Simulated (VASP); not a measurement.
A run of VASP 6.6.1 is set up as follows.

Contents of INCAR:

```
ALGO = Normal
EDIFF = 1E-6
ENCUT = 600
GGA = PE
GGA_COMPAT = False
ISIF = 2
ISMEAR = -1
LASPH = True
LCHARG = False
LREAL = False
LWAVE = False
NBANDS = 11
NELM = 120
PREC = Accurate
SIGMA = 0.01
```

File KPOINTS:

```
k-points
0
Gamma
  10 10 10
```

The input POSCAR:

```
C
1.0
    0.0000000000      1.7858109333      1.7858109333
    1.7858109333      0.0000000000      1.7858109333
    1.7858109333      1.7858109333      0.0000000000
C
2
Direct
    0.0000000000      0.0000000000      0.0000000000
    0.2500000002      0.2500000002      0.2500000002
```

Potentials or basis: VASP PAW PBE potentials, release 64 (C).

Launch:

```sh
$ cat potpaw_PBE.64/C/POTCAR > POTCAR
$ mpirun -np 1 vasp_std > vasp.out
```

Q: What does it give for the band gap on the k mesh?

A: 4.16 eV, indirect (least direct gap 5.58 eV).

Q: Predict the pressure.

A: 0.0 GPa.

A k mesh can miss the band edges. As with any semilocal functional, this PBE gap is likely too small.
